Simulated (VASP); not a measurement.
# AlRu in VASP: a series of runs

The runs below take AlRu through relaxation of cell and atoms, with PBE.

All numbers are computed with VASP 6.6.1; they aren't measurements. Logs are shortened: lines on timing, memory, paths and dates and some standing lists are left out, and cuts for length are marked.

## 1. The cell of the first run

The cell holds an amorphous packing of atoms, 8 atoms: a = 4.716 Å, b = 4.509 Å, c = 5.146 Å, α = 88.12°, β = 83.16°, γ = 86.93°.

## 2. Relaxation of cell and atoms, PBE

INCAR reads:

```
PREC = Accurate
ENCUT = 600
EDIFF = 1E-7
ISMEAR = 0
SIGMA = 0.1
LREAL = False
LASPH = True
NELM = 100
ALGO = Normal
ISIF = 3
LWAVE = False
LCHARG = False
GGA = PE
IBRION = 2
NSW = 90
EDIFFG = -0.04
ISYM = 0
```

KPOINTS reads:

```
regular mesh
0
Gamma
  3 3 3
```

POSCAR reads:

```
AlRu
1.0
    4.7051160000      0.1213320000      0.2927400000
    0.1213320000      4.5067910000      0.0752270000
    0.2927400000      0.0752270000      5.1367600000
Al Ru
4 4
Direct
    0.0182370914      0.2715063381      0.1596596589
    0.0003743430      0.3099912645      0.6926064916
    0.2987309136      0.8570210064      0.2368842187
    0.5149736913      0.2654874046      0.8856892633
    0.7706534053      0.7419734543      0.9969574396
    0.4864226412      0.3461387914      0.3845048837
    0.2895491473      0.7917842840      0.7427629088
    0.8170179117      0.8391229243      0.4821434819
```

Potentials or basis: VASP PAW PBE potentials, release 64 (Al, Ru_pv).

Launch:

```sh
$ cat potpaw_PBE.64/Al/POTCAR potpaw_PBE.64/Ru_pv/POTCAR > POTCAR
$ mpirun -np 1 vasp_std > vasp.out
```

OUTCAR:

```text
PREC = Accurate
   ENCUT = 600
   EDIFF = 1E-7
   ISMEAR = 0
   LREAL = False
   LASPH = True
   NELM = 100
   ISIF = 3
   GGA = PE
   IBRION = 2
   NSW = 90
   EDIFFG = -0.04
   ISYM = 0

 ion  position               nearest neighbor table
   1  0.018  0.272  0.160-   3 2.28   2 2.42   5 2.53   4 2.59   6 2.64   6 2.65   8 2.66   2 2.74
                             4 2.90   5 2.90   3 3.07   8 3.14   7 3.20   7 3.33
   2  0.000  0.310  0.693-   4 2.40   1 2.42   6 2.64   5 2.64   8 2.65   7 2.66   7 2.66   4 2.72
                             8 2.73   1 2.74   6 3.04   5 3.13   3 3.30
   3  0.299  0.857  0.237-   1 2.28   5 2.45   8 2.47   6 2.55   7 2.57   6 2.59   7 2.61   4 2.69
                             8 2.88   5 2.98   1 3.07   2 3.30   4 3.32
   4  0.515  0.265  0.886-   2 2.40   1 2.59   6 2.59   7 2.60   6 2.61   5 2.63   7 2.67   5 2.67
                             3 2.69   2 2.72   1 2.90   8 3.05   3 3.32
   5  0.771  0.742  0.997-   3 2.45   1 2.53   8 2.59   4 2.63   2 2.64   7 2.65   8 2.66   4 2.67
                             7 2.75   6 2.89   1 2.90   3 2.98   2 3.13
   6  0.486  0.346  0.385-   3 2.55   3 2.59   4 2.59   4 2.61   2 2.64   1 2.64   1 2.65   8 2.76
                             7 2.82   8 2.87   5 2.89   2 3.04   7 3.17
   7  0.290  0.792  0.743-   3 2.57   4 2.60   3 2.61   5 2.65   2 2.66   2 2.66   4 2.67   8 2.70
                             8 2.73   5 2.75   6 2.82   6 3.17   1 3.20   1 3.33
   8  0.817  0.839  0.482-   3 2.47   5 2.59   2 2.65   5 2.66   1 2.66   7 2.70   2 2.73   7 2.73
                             6 2.76   6 2.87   3 2.88   4 3.05   1 3.14

IMPORTANT INFORMATION: All symmetrisations will be switched off!
NOSYMM: (Re-)initialisation of all symmetry stuff for point group C_1.

----------------------------------------------------------------------------------------

                                     Primitive cell

  volume of cell :     108.4417

  direct lattice vectors                    reciprocal lattice vectors
     4.705116000  0.121332000  0.292740000     0.213429292 -0.005544280 -0.012081976
     0.121332000  4.506791000  0.075227000    -0.005544280  0.222085648 -0.002936443
     0.292740000  0.075227000  5.136760000    -0.012081976 -0.002936443  0.195406789

  length of vectors
     4.715775094  4.509051527  5.145644674     0.213842877  0.222174248  0.195801966

  position of ions in fractional coordinates (direct lattice)
     0.018237091  0.271506338  0.159659659
     0.000374343  0.309991264  0.692606492
     0.298730914  0.857021006  0.236884219
     0.514973691  0.265487405  0.885689263
     0.770653405  0.741973454  0.996957440
     0.486422641  0.346138791  0.384504884
     0.289549147  0.791784284  0.742762909
     0.817017912  0.839122924  0.482143482

  ion indices of the primitive-cell ions
   primitive index   ion index
                 1           1
                 2           2
                 3           3
                 4           4
                 5           5
[... 89 lines left out ...]
   GGA     = PE    functional components
   LHFCALC =     F    Hartree Fock is set to
   AEXX    =    0.0000 exact exchange contribution
   IVDW    =     0    specifies the selected vdW correction
   LEPSILON=     F    determine dielectric tensor
   LRPA    =     F    only Hartree local field effects (RPA)
 conjugate gradient relaxation of ions
 non-spin polarized calculation
 Gauss-broadening in eV      SIGMA  =   0.10
  energy-cutoff  :      600.00
  volume of cell :      108.44
 maximum number of plane-waves:      3627
 NGX is ok and might be reduce to    40
   NGX = 19   NGY = 17   NGZ = 21

--------------------------------------- Ionic step        1  -------------------------------------------

 number of electron      67.9999998 magnetization

 Free energy of the ion-electron system (eV)
  ---------------------------------------------------
  ext. energy  EPLUGINS =         0.00000000
  ---------------------------------------------------
  free energy    TOTEN  =       -52.93671442 eV

  energy without entropy =      -52.89413489  energy(sigma->0) =      -52.91542466

------------------------ aborting loop because EDIFF is reached ----------------------------------------

  FORCE on cell =-STRESS in cart. coord.  units (eV):
  Direction    XX          YY          ZZ          XY          YZ          ZX
  --------------------------------------------------------------------------------------
  -------------------------------------------------------------------------------------
  Total       12.3302237     -1.1097927     10.1616997     -3.8685318     -3.3274412     -1.8745435
  in kB      182.1734333    -16.3966810    150.1344808    -57.1557935    -49.1614263    -27.6955263
  external PRESSURE =     105.3037443 kB  Pullay stress =       0.0000000 kB
[... 71 lines left out ...]
--------------------------------------- Ionic step        3  -------------------------------------------

 number of electron      67.9999999 magnetization

 E-fermi :   9.8136     XC(G=0): -12.0475

 val. band max:        9.8002299727   @ k =   0.3333   0.3333  -0.0000
 cond. band min:       9.8471751796   @ k =  -0.3333   0.0000   0.3333
 fundamental gap:      0.0469452069
 Fermi energy:         9.8136078651

 k-point     1 :       0.0000    0.0000    0.0000
  band No.  band energies     occupation
      1     -32.7991      2.00000
      2     -32.6838      2.00000
      3     -32.5747      2.00000
      4     -32.5374      2.00000
      5     -32.4775      2.00000
      6     -32.4330      2.00000
[... 626 lines left out ...]
  FREE ENERGIE OF THE ION-ELECTRON SYSTEM (eV)
  ---------------------------------------------------
  free  energy   TOTEN  =       -54.0375185512 eV

  energy  without entropy=      -54.0019914626  energy(sigma->0) =      -54.01975501

[... ionic steps 4 to 50 ...]

--------------------------------------- Ionic step       51  -------------------------------------------

 number of electron      67.9999995 magnetization

------------------------ aborting loop because EDIFF is reached ----------------------------------------
[... 79 lines left out ...]
--------------------------------------- Ionic step       53  -------------------------------------------

 number of electron      67.9999996 magnetization

 Free energy of the ion-electron system (eV)
  ---------------------------------------------------
  ext. energy  EPLUGINS =         0.00000000
  ---------------------------------------------------
  free energy    TOTEN  =       -54.69223169 eV

  energy without entropy =      -54.65536141  energy(sigma->0) =      -54.67379655

 E-fermi :  10.5211     XC(G=0): -12.3004

 val. band max:       10.5198641440   @ k =   0.3333  -0.0000   0.0000
 cond. band min:      10.5416833967   @ k =   0.3333   0.3333   0.3333
 fundamental gap:      0.0218192527
 Fermi energy:        10.5211260805

 k-point     1 :       0.0000    0.0000    0.0000
  band No.  band energies     occupation
      1     -32.1898      2.00000
      2     -32.1467      2.00000
      3     -31.9620      2.00000
      4     -31.8739      2.00000
      5     -31.8311      2.00000
      6     -31.8157      2.00000
[... 626 lines left out ...]
  FREE ENERGIE OF THE ION-ELECTRON SYSTEM (eV)
  ---------------------------------------------------
  free  energy   TOTEN  =       -54.6922316863 eV

  energy  without entropy=      -54.6553614108  energy(sigma->0) =      -54.67379655

 reached required accuracy - stopping structural energy minimisation
```

OSZICAR:

```text
N       E                     dE             d eps       ncg     rms          rms(c)
DAV:   1     0.733586483593E+03    0.73359E+03   -0.41489E+04  1144   0.190E+03
DAV:   2    -0.243664945197E+02   -0.75795E+03   -0.74215E+03  1192   0.517E+02
DAV:   3    -0.554453563835E+02   -0.31079E+02   -0.29945E+02  1424   0.936E+01
[... 660 lines left out ...]
DAV:  10    -0.546892409946E+02    0.10772E-06   -0.10352E-06  1264   0.651E-03    0.239E-03
DAV:  11    -0.546892409502E+02    0.44439E-07   -0.78082E-08   664   0.209E-03
  50 F= -.54689241E+02 E0= -.54670735E+02  d E =-.629213E-02
       N       E                     dE             d eps       ncg     rms          rms(c)
DAV:   1    -0.546857318363E+02    0.35092E-02   -0.11570E+00  1208   0.125E+01    0.314E-01
DAV:   2    -0.546913855988E+02   -0.56538E-02   -0.75928E-02  1120   0.215E+00    0.168E-01
DAV:   3    -0.546914207416E+02   -0.35143E-04   -
```

Run time: 29 min. Hardware: 1 thread of AMD EPYC 9R45 (Zen 5), shared host; peak memory 0.23 GiB.

Results:

```
Free energy                            : -54.6922 eV
Relaxed volume                         : 14.09 Å³/atom
Relaxed cell                           : a = 4.937 Å, b = 4.223 Å, c = 5.426 Å, α = 90.06°, β = 85.16°, γ = 89.98°
Space group after relaxing (to 0.05 Å) : Pm (No. 6)
Energy gained by relaxing              : 219.4 meV/atom
Ionic steps                            : 53
Pressure after relaxing                : 0.1 GPa
Largest force after relaxing           : 0.036 eV/Å
Band gap on the k mesh                 : zero (band 34 reaches 10.67 eV, above the bottom of band 35 at 10.45 eV)
```

Forces in eV/Å, atoms in the order of the input:
```
Al  -0.004  0.026 -0.005
Al  -0.009 -0.020 -0.023
Al   0.010  0.009 -0.001
Al  -0.007 -0.007  0.001
Ru  -0.001  0.005  0.010
Ru  -0.027  0.002  0.002
Ru   0.019 -0.021  0.021
Ru   0.018  0.005 -0.005
```

The path:
| step | energy change (eV) | largest force (eV/Å) | pressure (GPa) | volume (Å³) |
| --- | --- | --- | --- | --- |
| 1 | 0.0000 | 3.1600 | 10.53 | 108.44 |
| 3 | -1.1008 | 0.9831 | -8.18 | 118.61 |
| 5 | -1.4389 | 0.7639 | 0.81 | 112.79 |
| 7 | -1.5870 | 0.5065 | 0.60 | 112.60 |
| 9 | -1.6510 | 0.3299 | -2.32 | 114.11 |
| 11 | -1.6754 | 0.2574 | 0.66 | 112.28 |
| 13 | -1.6924 | 0.1631 | 0.09 | 112.56 |
| 15 | -1.6987 | 0.0955 | -0.44 | 112.94 |
| 17 | -1.7008 | 0.0791 | 0.45 | 112.45 |
| 19 | -1.7033 | 0.0673 | -0.03 | 112.76 |
| 21 | -1.7049 | 0.0613 | -0.17 | 112.85 |
| 23 | -1.7060 | 0.0729 | 0.35 | 112.56 |
| 25 | -1.7082 | 0.0968 | -0.23 | 112.94 |
| 27 | -1.7088 | 0.1109 | -0.38 | 113.04 |
| 29 | -1.7126 | 0.1281 | -0.30 | 113.05 |
| 31 | -1.7131 | 0.3233 | 0.14 | 113.06 |
| 33 | -1.7206 | 0.2127 | -0.01 | 113.02 |
| 35 | -1.7293 | 0.1670 | -0.08 | 113.09 |
| 37 | -1.7351 | 0.1410 | -0.96 | 113.58 |
| 39 | -1.7361 | 0.2109 | 0.51 | 112.69 |
| 41 | -1.7398 | 0.1434 | -0.06 | 113.02 |
| 43 | -1.7414 | 0.2276 | 1.15 | 112.30 |
| 45 | -1.7446 | 0.1055 | 0.36 | 112.75 |
| 47 | -1.7479 | 0.1242 | -0.34 | 113.11 |
| 49 | -1.7510 | 0.1316 | 0.36 | 112.56 |
| 51 | -1.7542 | 0.0647 | 0.01 | 112.78 |
| 53 | -1.7555 | 0.0355 | 0.09 | 112.72 |

Final structure:
```xyz
8
Lattice="4.9322 -0.0120 0.2227 0.0121 4.2226 0.0000 0.2134 -0.0064 5.4220" Properties=species:S:1:pos:R:3 pbc="T T T"
Al    4.8247    1.2606    1.3956
Al    0.2770    1.2803    3.8132
Al    1.5049    3.3828    1.1266
Al    2.7263    1.2673    4.9540
Ru    4.1372    3.3682    5.5647
Ru    2.4426    1.2713    2.1845
Ru    1.7028    3.3876    3.8854
Ru    4.1109    3.3788    2.8497
```

Levels at points of the mesh, in eV from the Fermi level:
```csv
k point,band 32,band 33,band 34,band 35,band 36,band 37
"(0.00, 0.00, 0.00)",-0.32,-0.02,0.06,0.20,0.20,1.37
```

Caveat: the k points lie up to 0.50 Å⁻¹ apart in the final cell.

## 3. Relaxation of cell and atoms, PBE

This run uses another cell than the first one, of 14.64 Å³/atom, 1.080 times its volume.

INCAR reads:

```
ALGO     = Normal         # electronic algorithm
EDIFF    = 1E-6           # SCF threshold, eV
EDIFFG   = -0.04          # ionic threshold
ENCUT    = 600            # plane-wave cutoff, eV
GGA      = PE             # functional
IBRION   = 2              # ionic algorithm
ISIF     = 3              # what is computed and relaxed
ISMEAR   = 0              # smearing method
ISYM     = 0            
LASPH    = True           # aspherical terms in the spheres
LCHARG   = False          # write CHGCAR
LREAL    = False          # projectors in reciprocal space
LWAVE    = False          # write WAVECAR
NELM     = 100            # most SCF steps
NSW      = 90             # ionic steps
PREC     = Accurate       # precision mode
SIGMA    = 0.1            # smearing width, eV
```

KPOINTS reads:

```
k-points
0
Gamma
  3 3 3
```

POSCAR reads:

```
AlRu
1.0
    4.9432430000     -0.0468630000      0.1912350000
   -0.0468630000      4.8104130000      0.2863510000
    0.1912350000      0.2863510000      4.9503410000
Al Ru
4 4
Direct
    0.7790995009      0.0478982608      0.5874709731
    0.1238377529      0.6551376213      0.1176173940
    0.5108728898      0.6645021493      0.7995561314
    0.3708876234      0.1803170469      0.8891437966
    0.0393580369      0.5246841640      0.6379755904
    0.2936150439      0.0528360212      0.4103019456
    0.8506143957      0.1134870825      0.0738402987
    0.6047697069      0.5744189097      0.3003383412
```

Potentials or basis: VASP PAW PBE potentials, release 64 (Al, Ru_pv).

Launch:

```sh
$ cat potpaw_PBE.64/Al/POTCAR potpaw_PBE.64/Ru_pv/POTCAR > POTCAR
$ mpirun -np 1 vasp_std > vasp.out
```

It took 27 min on 1 thread of AMD EPYC 9R45 (Zen 5), shared host; peak memory 0.24 GiB.

It converged, with:

| Property | Result |
| --- | --- |
| Free energy | -56.9376 eV |
| Relaxed volume | 13.56 Å³/atom |
| Relaxed cell | a = 5.194 Å, b = 4.238 Å, c = 5.192 Å, α = 89.98°, β = 108.33°, γ = 90.02° |
| Space group after relaxing (to 0.05 Å) | P4/mmm (No. 123) |
| Energy gained by relaxing | 563.0 meV/atom |
| Ionic steps | 55 |
| Pressure after relaxing | -0.2 GPa |
| Largest force after relaxing | 0.035 eV/Å |
| Band gap on the k mesh | zero (band 34 reaches 11.32 eV, above the bottom of band 35 at 10.24 eV) |

Forces in eV/Å, atoms in the order of the input:
```
Al   0.028  0.007  0.008
Al  -0.025  0.013 -0.014
Al   0.016  0.007 -0.021
Al  -0.015 -0.018  0.008
Ru  -0.014 -0.005  0.031
Ru   0.000  0.001  0.009
Ru   0.005  0.009 -0.020
Ru   0.004 -0.014 -0.002
```

Stress tensor (GPa, compression positive):
```
-0.22  0.02 -0.03
 0.02 -0.12  0.00
-0.03  0.00 -0.13
```

Step by step:
| step | energy change (eV) | largest force (eV/Å) | pressure (GPa) | volume (Å³) |
| --- | --- | --- | --- | --- |
| 1 | 0.0000 | 2.6535 | -2.36 | 117.12 |
| 3 | -1.0710 | 1.2573 | 6.41 | 111.59 |
| 5 | -1.7932 | 0.9606 | -8.37 | 120.24 |
| 7 | -2.3822 | 1.3861 | 0.68 | 113.81 |
| 9 | -2.6908 | 0.8837 | 2.04 | 112.40 |
| 11 | -2.8140 | 0.4486 | -3.72 | 115.40 |
| 13 | -2.9153 | 0.7441 | 1.39 | 112.04 |
| 15 | -3.0001 | 0.4413 | 0.11 | 112.57 |
| 17 | -3.0319 | 0.2177 | -0.92 | 112.99 |
| 19 | -3.0409 | 0.1644 | 0.89 | 111.87 |
| 21 | -3.0483 | 0.1329 | -0.09 | 112.35 |
| 23 | -3.0533 | 0.1262 | -0.18 | 112.28 |
| 25 | -3.0626 | 0.2495 | 0.18 | 111.95 |
| 27 | -3.1614 | 0.8852 | 2.04 | 110.36 |
| 29 | -3.2892 | 1.8593 | 5.60 | 108.06 |
| 31 | -3.2906 | 1.8887 | 5.68 | 108.01 |
| 33 | -3.2930 | 2.0060 | 6.05 | 107.82 |
| 35 | -3.3009 | 2.0003 | 5.93 | 107.86 |
| 37 | -3.3356 | 1.9742 | 5.38 | 108.08 |
| 39 | -3.4596 | 1.8720 | 3.28 | 108.94 |
| 41 | -3.7043 | 1.6082 | -3.55 | 112.25 |
| 43 | -3.9928 | 1.2710 | -1.11 | 110.17 |
| 45 | -4.2934 | 0.8194 | 2.04 | 107.79 |
| 47 | -4.4525 | 0.4522 | -0.27 | 108.66 |
| 49 | -4.4937 | 0.1554 | -0.30 | 108.60 |
| 51 | -4.4987 | 0.1015 | -0.38 | 108.62 |
| 53 | -4.5018 | 0.0763 | 0.07 | 108.37 |
| 55 | -4.5036 | 0.0345 | -0.16 | 108.49 |

Final structure:
```
Al Ru
1.0
     5.12998    0.00006   -0.81153
    -0.00086    4.23814    0.00633
    -0.84247   -0.00607    5.12339
Al Ru
4 4
Direct
  0.82060 0.10190 0.47699
  0.07242 0.60095 0.22696
  0.57136 0.60111 0.72780
  0.32212 0.10255 0.97661
  0.07139 0.60206 0.72633
  0.32119 0.10132 0.47666
  0.82206 0.10118 0.97750
  0.57190 0.60222 0.22741
```

Levels at points of the mesh, in eV from the Fermi level:
```
           k point  band 32  band 33  band 34  band 35  band 36  band 37
(0.00, 0.00, 0.00)     0.23     0.28     0.30     0.83     0.83     1.64
```

Caveat: the k points lie up to 0.49 Å⁻¹ apart in the final cell.

[end of part 1 of 2]
